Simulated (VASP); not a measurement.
# MoS2 (R3m) in VASP: notebook, part 2 of 2

VASP 6.6.1. Earlier steps stand in the parts before.

## (3) Single point, PBE (volume scaled by 0.96)

Contents of INCAR:

```
SYSTEM = MoS2
PREC = Accurate
ENCUT = 520
EDIFF = 1E-6
ISMEAR = -1
SIGMA = 0.05
LREAL = .False.
LASPH = .True.
NELM = 100
ALGO = Normal
ISIF = 2
LWAVE = .False.
LCHARG = .False.
GGA = PE
NBANDS = 20
```

Contents of KPOINTS:

```
regular mesh
0
Gamma
  10 10 10
  0 0 0
```

Contents of POSCAR:

```
MoS2
1.0
    1.5601256497      0.9007389666      6.0405703866
   -1.5601256497      0.9007389666      6.0405703866
    0.0000000000     -1.8014779332      6.0405703866
Mo S
1 2
Direct
    0.0000000000      0.0000000000      0.0000000000
    0.7484000000      0.7484000000      0.7484000000
    0.5849000000      0.5849000000      0.5849000000
```

Potentials or basis: VASP PAW PBE potentials, release 64 (Mo_sv, S).

Command:

```console
$ cat potpaw_PBE.64/Mo_sv/POTCAR potpaw_PBE.64/S/POTCAR > POTCAR
$ mpirun -np 1 vasp_std > vasp.out
```

OUTCAR:

```text
SYSTEM = MoS2
   PREC = Accurate
   ENCUT = 520
   EDIFF = 1E-6
   ISMEAR = -1
   LREAL = .False.
   LASPH = .True.
   NELM = 100
   ISIF = 2
   GGA = PE

 ion  position               nearest neighbor table
   1  0.000  0.000  0.000-   2 2.33   2 2.33   2 2.33   3 2.33   3 2.33   3 2.33
   2  0.748  0.748  0.748-   1 2.33   1 2.33   1 2.33
   3  0.585  0.585  0.585-   1 2.33   1 2.33   1 2.33

  LATTYP: Found a trigonal (rhomboedric) cell.
 ALAT       =     6.3034762889
 COS(alpha) =     0.8774851015

  Lattice vectors:

 A1 = (   1.5601256497,   0.9007389666,   6.0405703866)
 A2 = (  -1.5601256497,   0.9007389666,   6.0405703866)
 A3 = (   0.0000000000,  -1.8014779332,   6.0405703866)

Analysis of symmetry for initial positions (statically):
=====================================================================
 Subroutine PRICEL returns:
 Original cell was already a primitive cell.

 Routine SETGRP: Setting up the symmetry group for a
 trigonal (rhombohedral) supercell.

 Subroutine GETGRP returns: Found  6 space group operations
 (whereof  6 operations were pure point group operations)
 out of a pool of 12 trial point group operations.

The static configuration has the point symmetry C_3v.

Analysis of symmetry for dynamics (positions and initial velocities):
=====================================================================
 Subroutine PRICEL returns:
 Original cell was already a primitive cell.

 Routine SETGRP: Setting up the symmetry group for a
 trigonal (rhombohedral) supercell.

 Subroutine GETGRP returns: Found  6 space group operations
 (whereof  6 operations were pure point group operations)
 out of a pool of 12 trial point group operations.

The dynamic configuration has the point symmetry C_3v.

 Subroutine INISYM returns: Found  6 space group operations
 (whereof  6 operations are pure point group operations),
[... 106 lines left out ...]
   POTIM  = 0.5000    time-step for ionic-motion
   TEBEG  =    0.0;   TEEND  =   0.0 temperature during run
   PSTRESS=    0.0 pullay stress
   NELECT =      26.0000    total number of electrons
   NUPDOWN=      -1.0000    fix difference up-down
   EMIN   =  10.00;   EMAX   =-10.00  energy-range for DOS
   EFERMI =   0.00;   METHOD = LEGACY
   ISMEAR =    -1;   SIGMA  =   0.05  broadening in eV -4-tet -1-fermi 0-gaus
   EFERMI_NEDOS =   21; number of points for ismear=-14 and -15
   IALGO  =     38    algorithm
   IMIX   =      4    mixing-type and parameters
     AMIX     =   0.40;   BMIX     =  1.00
     AMIX_MAG =   1.60;   BMIX_MAG =  1.00
  volume/ion in A,a.u.               =      16.98       114.57
  Fermi-wavevector in a.u.,A,eV,Ry     =   1.308388  2.472496 23.291546  1.711880
  Thomas-Fermi vector in A             =   2.439059
   LORBIT       =      0    0 simple, 1 ext, 2 COOP (PROOUT), +10 PAW based schemes
   GGA     = PE    functional components
   LHFCALC =     F    Hartree Fock is set to
   AEXX    =    0.0000 exact exchange contribution
   IVDW    =     0    specifies the selected vdW correction
   LEPSILON=     F    determine dielectric tensor
   LRPA    =     F    only Hartree local field effects (RPA)
 non-spin polarized calculation
  energy-cutoff  :      520.00
  volume of cell :       50.93
 maximum number of plane-waves:      1388
   NGX = 23   NGY = 23   NGZ = 23

 number of electron      26.0000002 magnetization

 Free energy of the ion-electron system (eV)
  ---------------------------------------------------
  ext. energy  EPLUGINS =         0.00000000
  ---------------------------------------------------
  free energy    TOTEN  =       -21.55166073 eV

  energy without entropy =      -21.55165596  energy(sigma->0) =      -21.55165834

 E-fermi :   8.7342     XC(G=0): -11.0001

 val. band max:        8.4054664666   @ k =   0.5000   0.5000   0.5000
 cond. band min:       9.2191639264   @ k =  -0.3000   0.3000   0.0000
 fundamental gap:      0.8136974598
 Fermi energy:         8.7342069175

 k-point     1 :       0.0000    0.0000    0.0000
  band No.  band energies     occupation
      1     -53.3101      2.00000
      2     -27.5317      2.00000
      3     -27.2676      2.00000
      4     -27.2676      2.00000
      5      -7.2773      2.00000
      6      -5.2940      2.00000
[... 541 lines left out ...]
     19      16.1390      0.00000
     20      16.9938      0.00000

 [... further k-points ...]
[... 5 lines left out ...]
  --------------------------------------------------------------------------------------
  -------------------------------------------------------------------------------------
  Total        4.5430308      4.5430308      7.0461261     -0.0000000      0.0000000      0.0000000
  in kB      142.9119458    142.9119466    221.6528233     -0.0000000      0.0000000      0.0000000
  external PRESSURE =     169.1589052 kB  Pullay stress =       0.0000000 kB

 VOLUME and BASIS-vectors are now :
 -----------------------------------------------------------------------------
  energy-cutoff  :      520.00
  volume of cell :       50.93
      direct lattice vectors                 reciprocal lattice vectors
     1.560125650  0.900738967  6.040570387     0.320487007  0.185033259  0.055182427
    -1.560125650  0.900738967  6.040570387    -0.320487007  0.185033259  0.055182427
     0.000000000 -1.801477933  6.040570387     0.000000000 -0.370066518  0.055182427

 POSITION                                       TOTAL-FORCE (eV/Angst)
 -----------------------------------------------------------------------------------
      0.00000      0.00000      0.00000         0.000000     -0.000000     -0.002817
      0.00000      0.00000     13.56229         0.000000     -0.000000      2.082189
      0.00000      0.00000     10.59939         0.000000      0.000000     -2.079372
 -----------------------------------------------------------------------------------
    total drift:                                0.000000     -0.000000      0.000005

  FREE ENERGIE OF THE ION-ELECTRON SYSTEM (eV)
  ---------------------------------------------------
  free  energy   TOTEN  =       -21.5516607290 eV

  energy  without entropy=      -21.5516559589  energy(sigma->0) =      -21.55165834
```

OSZICAR:

```text
N       E                     dE             d eps       ncg     rms          rms(c)
DAV:   1     0.186458623770E+03    0.18646E+03   -0.13635E+04  4656   0.124E+03
DAV:   2    -0.155017527649E+02   -0.20196E+03   -0.19640E+03  5640   0.321E+02
DAV:   3    -0.228028100288E+02   -0.73011E+01   -0.72315E+01  5728   0.573E+01
DAV:   4    -0.228866055360E+02   -0.83796E-01   -0.83745E-01  5692   0.649E+00
DAV:   5    -0.228878493792E+02   -0.12438E-02   -0.12438E-02  5756   0.776E-01    0.293E+01
DAV:   6    -0.217978844264E+02    0.10900E+01   -0.79881E+00  5000   0.182E+01    0.102E+01
DAV:   7    -0.216344339376E+02    0.16345E+00   -0.25463E+00  4808   0.977E+00    0.688E+00
DAV:   8    -0.215515946919E+02    0.82839E-01   -0.43964E-01  5228   0.426E+00    0.183E+00
DAV:   9    -0.215525296274E+02   -0.93494E-03   -0.16639E-02  5524   0.842E-01    0.686E-01
DAV:  10    -0.215516190152E+02    0.91061E-03   -0.58516E-03  5188   0.505E-01    0.957E-02
DAV:  11    -0.215516671690E+02   -0.48154E-04   -0.57530E-04  5340   0.172E-01    0.776E-02
DAV:  12    -0.215516497379E+02    0.17431E-04   -0.63918E-05  5328   0.532E-02    0.288E-02
DAV:  13    -0.215516607920E+02   -0.11054E-04   -0.14119E-05  5060   0.238E-02    0.357E-03
DAV:  14    -0.215516607290E+02    0.62970E-07   -0.79574E-07  3768   0.507E-03
   1 F= -.21551661E+02 E0= -.21551658E+02  d E =-.477008E-05
```

Wall time 2.6 min (1 thread of Intel Xeon 6975P-C (Granite Rapids), shared host); peak memory 0.38 GiB.

Results:

- Free energy: -21.5517 eV
- Pressure: 16.9 GPa
- Largest force: 2.082 eV/Å
- Band gap on the k mesh: 0.81 eV, indirect (least direct gap 2.03 eV)

Forces on the atoms (eV/Å):
```
Mo   0.000  0.000 -0.003
S    0.000  0.000  2.082
S    0.000  0.000 -2.079
```

Stress tensor (GPa, compression positive):
```
14.29  0.00  0.00
 0.00 14.29  0.00
 0.00  0.00 22.17
```

Caveat: forces of over 1 eV/Å act on the atoms, so gaps and moduli don't describe the material at rest. A k mesh can miss the band edges.
